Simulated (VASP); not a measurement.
# KPt2: single point with r2SCAN

KPt2:

```
K Pt
1.0
     4.41845    0.51574   -0.52553
     0.67773    5.86622    1.08026
     0.51487   -0.01957    5.13659
K Pt
2 4
Cartesian
  0.6971 1.1956 2.3200
  1.5185 4.2748 0.8684
  2.1855 1.6418 4.7555
  3.9523 5.7709 4.3935
  3.7206 5.8024 1.9033
  4.2828 3.0161 4.6386
```

```yaml
Program: VASP 6.6.1
Task: single point
Functional: r2SCAN
Potentials_or_basis: VASP PAW PBE potentials, release 64 (K_sv, Pt)
Cutoff: 520 eV
k_mesh: 4 × 3 × 4, shifted
Occupations: methfessel-paxton, width 0.0242 eV
Spin: no spin polarisation
Dipole_correction: no
Further_INCAR_settings: ALGO = Normal; EDIFF = 1e-06; NBANDS = 38
```

```
Pressure               : 10.4 GPa
Largest force          : 1.812 eV/Å
Band gap on the k mesh : zero (bands 29 and 30 overlap by 0.81 eV)
```

Forces in eV/Å, atoms in the order of the input:
```
K   -0.339  0.519  0.510
K    0.289  0.252  1.051
Pt  -0.252  0.512 -0.175
Pt   0.191 -1.801 -0.063
Pt   0.108 -0.092  0.290
Pt   0.003  0.609 -1.613
```

Stress tensor (GPa, compression positive):
```
14.73  1.68  0.15
 1.68  4.93  2.35
 0.15  2.35 11.67
```

Levels at points of the mesh, in eV from the Fermi level:
```csv
k point,band 25,band 26,band 27,band 28,band 29,band 30,band 31,band 32,band 33,band 34
"(0.12, 0.17, 0.12)",-1.03,-0.87,-0.75,-0.16,0.12,0.62,1.28,2.85,3.74,4.43
```

Wall time 3.7 min on 1 thread of Intel(R) Xeon(R) Platinum 8488C (Sapphire Rapids) (shared host), peak memory 0.32 GiB.

Caveat: the k points lie up to 0.36 Å⁻¹ apart, too coarse for converged energies and pressures of a metal; the PAW data sets were made with another functional, which shifts forces and pressure a little; spin-orbit coupling is left out, which moves the levels of the heavy elements.
